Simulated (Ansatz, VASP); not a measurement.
One calculation of AlN, two programs

```
Al N
1.0
     3.10211    0.00000    0.00000
    -1.55106    2.68651    0.00000
     0.00000    0.00000    4.96359
Al N
2 2
Cartesian
  0.0000 1.7910 -0.0052
  1.5511 0.8955 2.4766
  0.0000 1.7910 1.8913
  1.5511 0.8955 4.3731
```

Alike in both runs: functional revPBE; dispersion D3(BJ); k mesh 12 × 12 × 4; no spin polarisation.

Ansatz relaxed the structure, and its values are those at the end. VASP's run is a single point on that final structure, the one shown.

|  | VASP | Ansatz |
| --- | --- | --- |
| version | VASP 6.6.1 | Ansatz 0.2.0 |
| potentials or method | VASP PAW PBE potentials, release 64 (Al, N) | plane waves, PAW |
| plane-wave cutoff (eV) | 520 | 420 |
| occupations | methfessel-paxton of order 1, width 0.1 eV | methfessel-paxton of order 1 |
| valence electrons in the cell | 16 | 16 |

|  | VASP | Ansatz | Ansatz less VASP |
| --- | --- | --- | --- |
| pressure (GPa) | -0.6 | 0.0 | +0.57 |

VASP's potentials were made for PBE, not for revPBE.
